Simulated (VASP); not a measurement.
The system is BaTe.

```
Ba Te
1.0
     0.00000    3.53239    3.53239
     3.53239    0.00000    3.53239
     3.53239    3.53239    0.00000
Ba Te
1 1
Cartesian
  0.0000 0.0000 0.0000
  3.5324 3.5324 3.5324
```

Base run:

| Property | Result |
| --- | --- |
| Program | VASP 6.6.1 |
| Functional | HSE06 |
| Potentials or basis | VASP PAW PBE potentials, release 64 (Ba_sv, Te) |
| Cutoff | 520 eV |
| k mesh | 4 × 4 × 4 |
| Occupations | gaussian, width 0.01 eV |
| Spin | no spin polarisation |

Its results: band gap on the k mesh 2.30 eV (least direct gap 2.73 eV); pressure 0.0 GPa.

The run is repeated on the same cell with these changes: functional from HSE06 to PBE. What comes out?

Band gap on the k mesh 1.57 eV (least direct gap 1.96 eV); pressure 0.4 GPa.

Caveats: spin-orbit coupling is left out, which moves the levels of the heavy elements; the PAW data sets were made with another functional, which shifts forces and pressure a little (at least some runs).

A k mesh can miss the band edges.
